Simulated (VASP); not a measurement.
SiC: single point with PBEsol

The system is SiC.

```
Si C
1.0
     2.61828    0.00000    0.00000
     0.00000    2.61828    0.00000
     0.00000    0.00000    2.61828
Si C
1 1
Direct
  0.00000 0.00000 0.00000
  0.50000 0.50000 0.50000
```

```
Program                : VASP 6.6.1
Task                   : single point
Functional             : PBEsol
Potentials or basis    : VASP PAW PBE potentials, release 64 (Si, C)
Cutoff                 : 520 eV
k mesh                 : 6 × 6 × 6
Occupations            : gaussian, width 0.05 eV
Spin                   : no spin polarisation
Dipole correction      : no
Further INCAR settings : ALGO = Normal; EDIFF = 1e-07; NBANDS = 11
```

The pressure is 0.2 GPa and the band gap on the k mesh is zero (band 4 reaches 12.74 eV, above the bottom of band 5 at 9.02 eV).

Levels at points of the mesh, in eV from the Fermi level:
```tsv
k point	band 2	band 3	band 4	band 5	band 6	band 7
(0.00, 0.00, 0.00)	-1.01	-1.01	-1.01	2.01	5.00	5.00
(0.50, 0.00, 0.00)	-11.99	1.03	1.03	5.44	6.78	7.84
(0.50, 0.50, 0.00)	-8.03	-8.03	-5.36	2.61	9.11	9.11
(0.50, 0.50, 0.50)	-4.43	-4.43	-4.43	-1.48	-1.48	-1.48
```

Run time: 3.8 s on 1 thread of Intel Xeon 8259CL (shared host), peak memory 0.12 GiB.

Caveat: the k points lie up to 0.40 Å⁻¹ apart; the PAW data sets were made with another functional, which shifts forces and pressure a little.
